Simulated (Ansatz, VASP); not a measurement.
**Mo: VASP beside Ansatz**

POSCAR

```
Mo
1.0
    2.7355103972      0.0000000000      0.0000000000
   -1.3677551986      2.3690214963      0.0000000000
    0.0000000000      0.0000000000      2.4785252790
Mo
1
Direct
    0.0000000000      0.0000000000      0.5000000000
```

INCAR.step1

```
ALGO = Normal
EDIFF = 1E-4
ENCUT = 520
GGA = PE
ISMEAR = 0
LASPH = True
LCHARG = False
LREAL = False
LWAVE = True
NBANDS = 13
NELM = 100
PREC = Accurate
SIGMA = 0.15
```

File INCAR.step2:

```
ALGO = Normal
EDIFF = 1E-7
ENCUT = 520
ISIF = 2
ISMEAR = 0
ISTART = 1
LASPH = True
LCHARG = False
LMIXTAU = True
LREAL = False
LWAVE = False
METAGGA = R2SCAN
NBANDS = 13
NELM = 100
PREC = Accurate
SIGMA = 0.15
```

File KPOINTS:

```
k-points
0
Gamma
  18 18 18
```

Input for Ansatz:

```yaml
crystal:
  lattice:
    - [2.7355103972, 0.0, 0.0]
    - [-1.3677551986, 2.3690214963, 0.0]
    - [0.0, 0.0, 2.478525279]
  atoms:
    - { symbol: Mo, position: [0.0, 0.0, 0.5] }
basis:
  ecutwfc: 500
kpoints:
  mp_grid: { grid: [18, 18, 18] }
hamiltonian:
  xc: r2scan
scf:
  occupations: { method: gaussian, width: 0.15 }
output:
  forces: true
  stress: true
  eigenvalues: true
  write_density: true
  write_potential: true
  elf: true
  volumetric_format: npy
```

Change from the starting cell: strain +0.000 along x and y, -0.030 along z, atoms carried along.

Alike in both runs: task single point; functional r2SCAN; k mesh 18 × 18 × 18; occupations gaussian, width 0.15 eV; no spin polarisation.

|  | VASP | Ansatz |
| --- | --- | --- |
| version | VASP 6.6.1 | Ansatz 0.2.0 |
| potentials or method | VASP PAW PBE potentials, release 64 (Mo_sv), cutoff 520 eV | scalar-relativistic, plane waves, PAW |
| valence electrons in the cell | 14 | 14 |

|  | VASP | Ansatz | Ansatz less VASP |
| --- | --- | --- | --- |
| gap on the k mesh at the Fermi level (eV) | none | none | - |
| pressure (GPa) | 8.8 | 7.6 | -1.24 |
| traceless stress, the component that is largest in VASP (GPa) | 3.64 | 3.23 | -0.409 |

VASP's potentials were made for PBE, not for r2SCAN. A gap of «none» marks a metal or a gap that the smearing closes. With one functional, cell and mesh, what is left measures potentials, basis and numerics.
